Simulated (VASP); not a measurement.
Set up this calculation in VASP 6.6.1, as the native input.

```
Task                   : single point
Functional             : LDA
Potentials or basis    : VASP PAW LDA potentials, release 64 (Zn)
Cutoff                 : 520 eV
k mesh                 : 20 × 20 × 20
Occupations            : gaussian, width 0.15 eV
Spin                   : no spin polarisation
Dipole correction      : no
Further INCAR settings : ALGO = Normal; EDIFF = 1e-06; NBANDS = 12
```

The structure of Zn lies in POSCAR:

```
Zn
1.0
   -1.5458392400      1.5056386871      1.5458392400
    1.5458392400     -1.5056386871      1.5458392400
    1.5458392400      1.5056386871     -1.5458392400
Zn
1
Direct
    0.0000000000      0.0000000000      0.0000000000
```

This cell differs from its parent crystal: normal strain along x +0.0267, normal strain along z +0.0267.

These files were run (other wordings do the same):

INCAR

```
SYSTEM = Zn
PREC = Accurate
ENCUT = 520
EDIFF = 1E-6
ISMEAR = 0
SIGMA = 0.15
LREAL = .FALSE.
LASPH = .TRUE.
NELM = 60
ALGO = Normal
ISIF = 2
LWAVE = .FALSE.
LCHARG = .FALSE.
NBANDS = 12
```

KPOINTS

```
regular mesh
0
G
  20 20 20
  0 0 0
```

Potentials or basis: VASP PAW LDA potentials, release 64 (Zn).

The run is started by

```bash
$ cat potpaw_LDA.64/Zn/POTCAR > POTCAR
$ mpirun -np 1 vasp_std > vasp.out
```

It gave:

The pressure is -3.7 GPa and the band gap on the k mesh is zero (band 6 reaches 7.36 eV, above the bottom of band 7 at 2.28 eV).

Caveat: the cell differs from its parent crystal (normal strain along x +0.0267, normal strain along z +0.0267).

Run time: 26 s on 1 thread of Intel(R) Xeon(R) 6975P-C (Granite Rapids), on a shared host, peak memory 0.21 GiB.
